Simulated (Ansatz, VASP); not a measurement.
# W: VASP beside Ansatz

Contents of INCAR:

```
PREC     = Accurate       # precision mode
ENCUT    = 520            # plane-wave cutoff, eV
EDIFF    = 1E-8           # SCF threshold, eV
ISMEAR   = -1             # smearing method
SIGMA    = 0.05           # smearing width, eV
LREAL    = False          # projectors in reciprocal space
LASPH    = True           # aspherical terms in the spheres
NELM     = 60             # most SCF steps
ALGO     = Normal         # electronic algorithm
ISIF     = 2              # what is computed and relaxed
LWAVE    = False          # write WAVECAR
LCHARG   = False          # write CHGCAR
GGA      = PE             # functional
LEFG     = True         
NBANDS   = 13             # bands
```

Contents of KPOINTS:

```
regular mesh
0
Gamma
  14 14 14
```

The input POSCAR:

```
W
1.0
    0.0000000000      2.0163754284      2.0163754284
    2.0163754284      0.0000000000      2.0163754284
    2.0163754284      2.0163754284      0.0000000000
W
1
Direct
    0.0000000000      0.0000000000      0.0000000000
```

Input for Ansatz:

```yaml
crystal:
  lattice:
    - [0.0, 2.0163754284, 2.0163754284]
    - [2.0163754284, 0.0, 2.0163754284]
    - [2.0163754284, 2.0163754284, 0.0]
  atoms:
    - { symbol: W, position: [0.0, 0.0, 0.0] }
kpoints:
  mp_grid: { grid: [14, 14, 14] }
scf:
  occupations: { method: fermi_dirac, width: 0.05 }
hamiltonian:
  xc: pbe
  pseudopotentials: { kind: all_electron, datasets: crystal }
output:
  forces: true
  stress: true
  eigenvalues: true
  efg: { contact_densities: true }
```

Change from the starting cell: volume scaled by 0.98, crystal datasets.

Alike in both runs: task electric field gradients; functional PBE; k mesh 14 × 14 × 14; occupations fermi-dirac, width 0.05 eV; no spin polarisation.

```csv
,VASP,Ansatz
version,VASP 6.6.1,Ansatz 0.2.0
potentials or method,"VASP PAW PBE potentials, release 64 (W_sv), cutoff 520 eV","all-electron PAW with datasets made for the crystal, scalar-relativistic"
```

```tsv
	VASP	Ansatz	Ansatz less VASP
pressure (GPa)	1.4	1.0	-0.42
```

Ansatz ran all-electron here, and VASP with PAW potentials.

Spin-orbit coupling is off throughout.
